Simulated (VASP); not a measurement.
A run of VASP 6.6.1:

File INCAR:

```
SYSTEM = Al5Cl2
PREC = Accurate
ENCUT = 600
EDIFF = 1E-6
ISMEAR = 0
SIGMA = 0.1
LREAL = .FALSE.
LASPH = .TRUE.
NELM = 80
ALGO = Normal
ISIF = 3
LWAVE = .FALSE.
LCHARG = .FALSE.
GGA = PE
IBRION = 2
NSW = 100
EDIFFG = -0.01
```

File KPOINTS:

```
regular mesh
0
G
  8 8 6
  0 0 0
```

POSCAR

```
Al5Cl2
1.0
    5.0304102761      0.0000000000      0.0000000000
    0.0000000000      5.0304102761      0.0000000000
    0.0000000000      0.0000000000      5.8893652386
Al Cl
5 2
Direct
    0.0000000000      0.5000000000      0.7465756938
    0.5000000000      0.0000000000      0.7465756938
    0.0000000000      0.5000000000      0.2534243062
    0.5000000000      0.0000000000      0.2534243062
    0.0000000000      0.0000000000      0.5000000000
    0.5000000000      0.5000000000      0.5000000000
    0.5000000000      0.5000000000      0.0000000000
```

Potentials or basis: VASP PAW PBE potentials, release 64 (Al, Cl).

The run is started by

```bash
$ cat potpaw_PBE.64/Al/POTCAR potpaw_PBE.64/Cl/POTCAR > POTCAR
$ mpirun -np 1 vasp_std > vasp.out
```

Hardware: 1 thread of AMD EPYC 9R45 96-Core Processor (Zen 5), with other jobs on the host.

Question: How long does it take, and how much memory?

Answer: Wall time 2.7 min on 1 thread of AMD EPYC 9R45 96-Core Processor (Zen 5), with other jobs on the host, peak memory 0.34 GiB. Counts: scf iterations 34, k points 60, ion steps 5.
